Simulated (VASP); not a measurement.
# Hg (R-3m) in VASP: further runs

Hg is run at these levels: PBE; tasks: single point.

Program: VASP 6.6.1. These are calculated values, not measurements. Logs are shortened: lines on timing, memory, paths and dates and some standing lists are left out, and cuts for length are marked.

## Step 1: The cell of the first run

The structure is trigonal, space group R-3m (No. 166). The conventional cell has a = 3.319 Å, b = 3.319 Å, c = 6.529 Å, α = 90.00°, β = 90.00°, γ = 120.00°. Within 3.8 Å of Hg (site symmetry -3m) lie 12 Hg at 2.90 to 3.32 Å.

## Step 2: Single point, PBE (strained)

INCAR

```
ALGO     = Normal         # electronic algorithm
EDIFF    = 1E-6           # SCF threshold, eV
ENCUT    = 520            # plane-wave cutoff, eV
GGA      = PE             # functional
ISIF     = 2              # what is computed and relaxed
ISMEAR   = 0              # smearing method
LASPH    = True           # aspherical terms in the spheres
LCHARG   = True           # write CHGCAR
LELF     = True           # ELF
LREAL    = False          # projectors in reciprocal space
LVHAR    = True         
LWAVE    = False          # write WAVECAR
NBANDS   = 12             # bands
NELM     = 80             # most SCF steps
PREC     = Accurate       # precision mode
SIGMA    = 0.1            # smearing width, eV
```

KPOINTS

```
k-points
0
Gamma
  15 15 15
```

POSCAR

```
Hg
1.0
    1.6592953367      0.9579946093      2.1762064200
   -1.6592953367      0.9579946093      2.1762064200
    0.0000000000     -1.9159892186      2.1762064200
Hg
1
Direct
    0.0000000000      0.0000000000      0.0000000000
```

Potentials or basis: VASP PAW PBE potentials, release 64 (Hg).

Command:

```
> cat potpaw_PBE.64/Hg/POTCAR > POTCAR
> mpirun -np 1 vasp_std > vasp.out
```

OUTCAR:

```text
EDIFF = 1E-6
   ENCUT = 520
   GGA = PE
   ISIF = 2
   ISMEAR = 0
   LASPH = True
   LREAL = False
   NELM = 80
   PREC = Accurate

 ion  position               nearest neighbor table
   1  0.000  0.000  0.000-

  LATTYP: Found a trigonal (rhomboedric) cell.
 ALAT       =     2.8994635829
 COS(alpha) =     0.3449988475

  Lattice vectors:

 A1 = (   1.6592953367,   0.9579946093,   2.1762064200)
 A2 = (  -1.6592953367,   0.9579946093,   2.1762064200)
 A3 = (   0.0000000000,  -1.9159892186,   2.1762064200)

Analysis of symmetry for initial positions (statically):
=====================================================================
 Subroutine PRICEL returns:
 Original cell was already a primitive cell.

 Routine SETGRP: Setting up the symmetry group for a
 trigonal (rhombohedral) supercell.

 Subroutine GETGRP returns: Found 12 space group operations
 (whereof 12 operations were pure point group operations)
 out of a pool of 12 trial point group operations.

The static configuration has the point symmetry D_3d.

Analysis of symmetry for dynamics (positions and initial velocities):
=====================================================================
 Subroutine PRICEL returns:
 Original cell was already a primitive cell.

 Routine SETGRP: Setting up the symmetry group for a
 trigonal (rhombohedral) supercell.

 Subroutine GETGRP returns: Found 12 space group operations
 (whereof 12 operations were pure point group operations)
 out of a pool of 12 trial point group operations.

The dynamic configuration has the point symmetry D_3d.

 Subroutine INISYM returns: Found 12 space group operations
 (whereof 12 operations are pure point group operations),
 and found     1 'primitive' translations

----------------------------------------------------------------------------------------

                                     Primitive cell

  volume of cell :      20.7557

  direct lattice vectors                    reciprocal lattice vectors
     1.659295337  0.957994609  2.176206420     0.301332734  0.173974535  0.153171744
    -1.659295337  0.957994609  2.176206420    -0.301332734  0.173974535  0.153171744
     0.000000000 -1.915989219  2.176206420     0.000000000 -0.347949070  0.153171744

  length of vectors
     2.899463583  2.899463583  2.899463583     0.380171196  0.380171196  0.380171196

  position of ions in fractional coordinates (direct lattice)
     0.000000000  0.000000000  0.000000000

  ion indices of the primitive-cell ions
   primitive index   ion index
                 1           1

----------------------------------------------------------------------------------------

 KPOINTS: k-points

Automatic generation of k-mesh.
 Grid dimensions read from file:
 generate k-points for:   15   15   15

 Generating k-lattice:

  Cartesian coordinates                     Fractional coordinates (reciprocal lattice)
     0.020088849  0.011598302  0.010211450     0.066666667 -0.000000000  0.000000000
    -0.020088849  0.011598302  0.010211450    -0.000000000  0.066666667  0.000000000
     0.000000000 -0.023196605  0.010211450     0.000000000  0.000000000  0.066666667

  Length of vectors
     0.025344746  0.025344746  0.025344746

  Shift w.r.t. Gamma in fractional coordinates (k-lattice)
     0.000000000  0.000000000  0.000000000

 Subroutine IBZKPT returns following result:
 ===========================================

 Found    344 irreducible k-points:

 Following reciprocal coordinates:
            Coordinates               Weight
  0.000000  0.000000  0.000000      1.000000
  0.066667  0.000000  0.000000      6.000000
  0.133333  0.000000  0.000000      6.000000
  0.200000  0.000000 -0.000000      6.000000
  0.266667  0.000000  0.000000      6.000000
  0.333333  0.000000  0.000000      6.000000
[... 16 lines left out ...]
  0.133333  0.133333  0.000000      6.000000
  0.200000  0.133333 -0.000000     12.000000
 [... further k-points ...]
   k-points           NKPTS =    344   k-points in BZ     NKDIM =    344   number of bands    NBANDS=     12
   number of dos      NEDOS =    301   number of ions     NIONS =      1
   total plane-waves  NPLWV =  13824
   dimension x,y,z NGX =    24 NGY =   24 NGZ =   24
   dimension x,y,z NGXF=    48 NGYF=   48 NGZF=   48
   ions per type =               1
   NGX,Y,Z   is equivalent  to a cutoff of  13.76, 13.76, 13.76 a.u.
   NGXF,Y,Z  is equivalent  to a cutoff of  27.52, 27.52, 27.52 a.u.
 SYSTEM =  unknown system
   PREC   = accura    normal or accurate (medium, high low for compatibility)
   ISTART =      0    job   : 0-new  1-cont  2-samecut
   ICHARG =      2    charge: 1-file 2-atom 10-const
   ISPIN  =      1    spin polarized calculation?
   LNONCOLLINEAR =      F non collinear calculations
   LSORBIT =      F    spin-orbit coupling
   LASPH  =      T    aspherical Exc in radial PAW
   ENCUT  =  520.0 eV  38.22 Ry    6.18 a.u.   5.39  5.39  5.39*2*pi/ulx,y,z
   NELM   =     80;   NELMIN=  2; NELMDL= -5     # of ELM steps
   EDIFF  = 0.1E-05   stopping-criterion for ELM
   LREAL  =      F    real-space projection
   EDIFFG = 0.1E-04   stopping-criterion for IOM
   NSW    =      0    number of steps for IOM
   IBRION =     -1    ionic relax: 0-MD 1-quasi-New 2-CG
   NFREE  =      0    steps in history (QN), initial steepest desc. (CG)
   ISIF   =      2    stress and relaxation
   ISYM   =      2    0-nonsym 1-usesym 2-fastsym
   POTIM  = 0.5000    time-step for ionic-motion
   TEBEG  =    0.0;   TEEND  =   0.0 temperature during run
   PSTRESS=    0.0 pullay stress
   NELECT =      12.0000    total number of electrons
   NUPDOWN=      -1.0000    fix difference up-down
   EMIN   =  10.00;   EMAX   =-10.00  energy-range for DOS
   EFERMI =   0.00;   METHOD = LEGACY
   ISMEAR =     0;   SIGMA  =   0.10  broadening in eV -4-tet -1-fermi 0-gaus
   EFERMI_NEDOS =   21; number of points for ismear=-14 and -15
   IALGO  =     38    algorithm
   IMIX   =      4    mixing-type and parameters
     AMIX     =   0.40;   BMIX     =  1.00
     AMIX_MAG =   1.60;   BMIX_MAG =  1.00
  volume/ion in A,a.u.               =      20.76       140.07
  Fermi-wavevector in a.u.,A,eV,Ry     =   1.363816  2.577239 25.306767  1.859995
  Thomas-Fermi vector in A             =   2.490186
   LORBIT       =      0    0 simple, 1 ext, 2 COOP (PROOUT), +10 PAW based schemes
   GGA     = PE    functional components
   LHFCALC =     F    Hartree Fock is set to
   AEXX    =    0.0000 exact exchange contribution
   IVDW    =     0    specifies the selected vdW correction
   LEPSILON=     F    determine dielectric tensor
   LRPA    =     F    only Hartree local field effects (RPA)
 non-spin polarized calculation
 Gauss-broadening in eV      SIGMA  =   0.10
  energy-cutoff  :      520.00
  volume of cell :       20.76
 maximum number of plane-waves:       579
 NGX is ok and might be reduce to    24
   NGX = 11   NGY = 11   NGZ = 11

 number of electron      12.0000003 magnetization

 Free energy of the ion-electron system (eV)
  ---------------------------------------------------
  ext. energy  EPLUGINS =         0.00000000
  ---------------------------------------------------
  free energy    TOTEN  =         0.07998340 eV

  energy without entropy =        0.08174942  energy(sigma->0) =        0.08086641

 E-fermi :   4.0035     XC(G=0): -11.5633

 val. band max:        4.0007610853   @ k =  -0.4667   0.2000   0.1333
 cond. band min:       4.0232292586   @ k =  -0.4000   0.2667   0.1333
 fundamental gap:      0.0224681733
 Fermi energy:         4.0035070942

 k-point     1 :       0.0000    0.0000    0.0000
  band No.  band energies     occupation
      1      -6.3754      2.00000
      2      -4.3451      2.00000
      3      -4.3451      2.00000
      4      -2.8504      2.00000
      5      -2.5953      2.00000
      6      -2.5953      2.00000
      7      16.5642      0.00000
      8      17.5480      0.00000
      9      17.5480      0.00000
     10      22.4498      0.00000
     11      23.8495      0.00000
     12      23.8495      0.00000

 k-point     2 :       0.0667    0.0000    0.0000
  band No.  band energies     occupation
      1      -6.2624      2.00000
      2      -4.3357      2.00000
      3      -4.3133      2.00000
      4      -2.8467      2.00000
      5      -2.6110      2.00000
      6      -2.6017      2.00000
      7      16.1420      0.00000
      8      16.9505      0.00000
      9      17.6326      0.00000
     10      22.9106      0.00000
     11      23.7037      0.00000
     12      24.2518      0.00000

 k-point     3 :       0.1333    0.0000    0.0000
  band No.  band energies     occupation
      1      -5.9500      2.00000
      2      -4.3140      2.00000
      3      -4.2029      2.00000
      4      -2.8298      2.00000
      5      -2.6485      2.00000
      6      -2.6140      2.00000
      7      14.0794      0.00000
      8      17.0360      0.00000
      9      17.8425      0.00000
     10      22.9903      0.00000
     11      23.3383      0.00000
     12      25.0026      0.00000
[... 286 lines left out ...]
 k-point    23 :       0.1333    0.1333    0.0000
  band No.  band energies     occupation
      1      -5.7047      2.00000
      2      -4.3020      2.00000
      3      -3.9992      2.00000
      4      -3.0075      2.00000
      5      -2.7491      2.00000
      6      -2.5653      2.00000
      7      15.5906      0.00000
      8      15.8779      0.00000
      9      16.7818      0.00000
     10      21.8247      0.00000
     11      24.2283      0.00000
     12      24.5885      0.00000

 k-point    24 :       0.2000    0.1333   -0.0000
  band No.  band energies     occupation
      1      -5.3461      2.00000
      2      -4.2591      2.00000
      3      -3.8166      2.00000
      4      -3.0548      2.00000
      5      -2.7527      2.00000
      6      -2.5504      2.00000
      7      13.3360      0.00000
      8      16.6105      0.00000
      9      16.9789      0.00000
     10      20.3858      0.00000
     11      23.4570      0.00000
     12      24.6385      0.00000

 [... further k-points ...]

------------------------ aborting loop because EDIFF is reached ----------------------------------------

  FORCE on cell =-STRESS in cart. coord.  units (eV):
  Direction    XX          YY          ZZ          XY          YZ          ZX
  --------------------------------------------------------------------------------------
  -------------------------------------------------------------------------------------
  Total        1.8854218      1.8854218      2.3523264      0.0000000      0.0000000      0.0000000
  in kB      145.5395415    145.5395415    181.5808640      0.0000000      0.0000000      0.0000000
  external PRESSURE =     157.5533157 kB  Pullay stress =       0.0000000 kB

 VOLUME and BASIS-vectors are now :
 -----------------------------------------------------------------------------
  energy-cutoff  :      520.00
  volume of cell :       20.76
      direct lattice vectors                 reciprocal lattice vectors
     1.659295337  0.957994609  2.176206420     0.301332734  0.173974535  0.153171744
    -1.659295337  0.957994609  2.176206420    -0.301332734  0.173974535  0.153171744
     0.000000000 -1.915989219  2.176206420     0.000000000 -0.347949070  0.153171744

 POSITION                                       TOTAL-FORCE (eV/Angst)
 -----------------------------------------------------------------------------------
      0.00000      0.00000      0.00000         0.000000     -0.000000      0.000000
 -----------------------------------------------------------------------------------
    total drift:                               -0.000000     -0.000000     -0.000000

  FREE ENERGIE OF THE ION-ELECTRON SYSTEM (eV)
  ---------------------------------------------------
  free  energy   TOTEN  =         0.0799834023 eV

  energy  without entropy=        0.0817494176  energy(sigma->0) =        0.08086641
```

Wall time 20 s (1 thread of Intel Xeon 6975P-C (Granite Rapids), shared host); peak memory 0.2 GiB.

What came out:

| Property | Result |
| --- | --- |
| Free energy | 0.0800 eV |
| Pressure | 15.8 GPa |
| Band gap on the k mesh | zero (band 6 reaches 5.34 eV, above the bottom of band 7 at 2.06 eV) |

Caveat: the cell differs from its parent crystal (strained); spin-orbit coupling is left out, which moves the levels of the heavy elements.

## Step 3: Single point, PBE (strained)

INCAR

```
SYSTEM = Hg
ALGO = Fast
EDIFF = 1E-6
ENCUT = 520
GGA = PE
ISIF = 2
ISMEAR = 0
LASPH = .True.
LCHARG = .False.
LREAL = .False.
LWAVE = .False.
NBANDS = 12
NELM = 80
PREC = Accurate
SIGMA = 0.1
```

KPOINTS

```
k-points
0
Gamma
  15 15 15
  0 0 0
```

POSCAR

```
Hg
1.0
    1.8232993799      1.0526823878      2.1534196200
   -1.8232993799      1.0526823878      2.1534196200
    0.0000000000     -2.1053647755      2.1534196200
Hg
1
Direct
    0.0000000000      0.0000000000      0.0000000000
```

Potentials or basis: VASP PAW PBE potentials, release 64 (Hg).

Command:

```
> cat potpaw_PBE.64/Hg/POTCAR > POTCAR
> mpirun -np 1 vasp_std > vasp.out
```

It took 21 s on 1 thread of Intel Xeon 6975P-C (Granite Rapids), shared host; peak memory 0.21 GiB.

It converged, with:

```
Free energy            : -0.1207 eV
Pressure               : 4.0 GPa
Band gap on the k mesh : zero (band 6 reaches 4.02 eV, above the bottom of band 7 at 0.91 eV)
```

Stress tensor (GPa, compression positive):
```
3.56 0.00 0.00
0.00 3.56 0.00
0.00 0.00 4.94
```

Levels at points of the mesh, in eV from the Fermi level:
```
           k point  band 2  band 3  band 4  band 5  band 6  band 7  band 8  band 9  band 10  band 11
(0.00, 0.00, 0.00)   -7.83   -7.83   -6.23   -6.19   -6.19   11.47   11.55   11.55    15.72    17.13
```

Caveat: the cell differs from its parent crystal (strained); spin-orbit coupling is left out, which moves the levels of the heavy elements.
